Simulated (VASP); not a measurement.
Input of a VASP 6.6.1 run:

Contents of INCAR:

```
SYSTEM = W2O3
PREC     = Accurate       ! precision mode
ENCUT    = 520            ! plane-wave cutoff, eV
EDIFF    = 1E-7           ! SCF threshold, eV
ISMEAR   = -1             ! smearing method
SIGMA    = 0.06122561905347299 ! smearing width, eV
LREAL    = .False.        ! projectors in reciprocal space
LASPH    = .True.         ! aspherical terms in the spheres
NELM     = 80             ! most SCF steps
ALGO     = Normal         ! electronic algorithm
ISIF     = 2              ! what is computed and relaxed
LWAVE    = .False.        ! write WAVECAR
LCHARG   = .False.        ! write CHGCAR
GGA      = PE             ! functional
NBANDS   = 57             ! bands
```

KPOINTS

```
Automatic mesh
0
Gamma
  12 12 12
  0 0 0
```

File POSCAR:

```
W2O3
1.0
    4.8526200179      0.0000000000      0.0000000000
    0.0000000000      4.8526200179      0.0000000000
    0.0000000000      0.0000000000      4.8526200179
W O
4 6
Direct
    0.2500000000      0.2500000000      0.2500000000
    0.7500000000      0.7500000000      0.2500000000
    0.7500000000      0.2500000000      0.7500000000
    0.2500000000      0.7500000000      0.7500000000
    0.5000000000      0.0000000000      0.0000000000
    0.0000000000      0.5000000000      0.0000000000
    0.0000000000      0.0000000000      0.5000000000
    0.5000000000      0.5000000000      0.0000000000
    0.5000000000      0.0000000000      0.5000000000
    0.0000000000      0.5000000000      0.5000000000
```

Potentials or basis: VASP PAW PBE potentials, release 64 (W_sv, O).

Launch:

```bash
$ cat potpaw_PBE.64/W_sv/POTCAR potpaw_PBE.64/O/POTCAR > POTCAR
$ mpirun -np 1 vasp_std > vasp.out
```

Q: What does it give for the band gap on the k mesh?

A: Zero (band 46 reaches 9.02 eV, above the bottom of band 47 at 8.72 eV).

Q: Estimate the pressure.

A: 1.4 GPa.

Caveat: spin-orbit coupling is left out, which moves the levels of the heavy elements.
